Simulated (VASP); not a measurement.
Write the native input for VASP 6.6.1 that does the following.

| Quantity | Value |
| --- | --- |
| Task | single point |
| Functional | PBEsol |
| Potentials or basis | VASP PAW PBE potentials, release 64 (P) |
| Cutoff | 520 eV |
| k mesh | 17 × 17 × 17 |
| Occupations | fermi-dirac, width 0.1 eV |
| Spin | no spin polarisation |
| Dipole correction | no |
| Further INCAR settings | ALGO = Normal; EDIFF = 1e-06; NBANDS = 8 |

The structure of P lies in POSCAR:

```
P
1.0
    0.0000000000      1.8018725746      1.8018725746
    1.8018725746      0.0000000000      1.8018725746
    1.8018725746      1.8018725746      0.0000000000
P
1
Direct
    0.0000000000      0.0000000000      0.0000000000
```

This cell differs from its parent crystal: volume scaled by 0.84.

One way to write it, as run:

INCAR

```
SYSTEM = P
PREC     = Accurate       ! precision mode
ENCUT    = 520            ! plane-wave cutoff, eV
EDIFF    = 1E-6           ! SCF threshold, eV
ISMEAR   = -1             ! smearing method
SIGMA    = 0.1            ! smearing width, eV
LREAL    = .FALSE.        ! projectors in reciprocal space
LASPH    = .TRUE.         ! aspherical terms in the spheres
NELM     = 60             ! most SCF steps
ALGO     = Normal         ! electronic algorithm
ISIF     = 2              ! what is computed and relaxed
LWAVE    = .FALSE.        ! write WAVECAR
LCHARG   = .FALSE.        ! write CHGCAR
GGA      = PS             ! functional
NBANDS   = 8              ! bands
```

KPOINTS

```
Automatic mesh
0
G
  17 17 17
  0 0 0
```

Potentials or basis: VASP PAW PBE potentials, release 64 (P).

The run is started by

```sh
$ cat potpaw_PBE.64/P/POTCAR > POTCAR
$ mpirun -np 1 vasp_std > vasp.out
```

It gave:

```yaml
Pressure: 26.1 GPa
```

Caveat: the PAW data sets were made with another functional, which shifts forces and pressure a little.

Run time: 17 s on 1 thread of AMD EPYC 7R13 (shared host), peak memory 0.09 GiB.
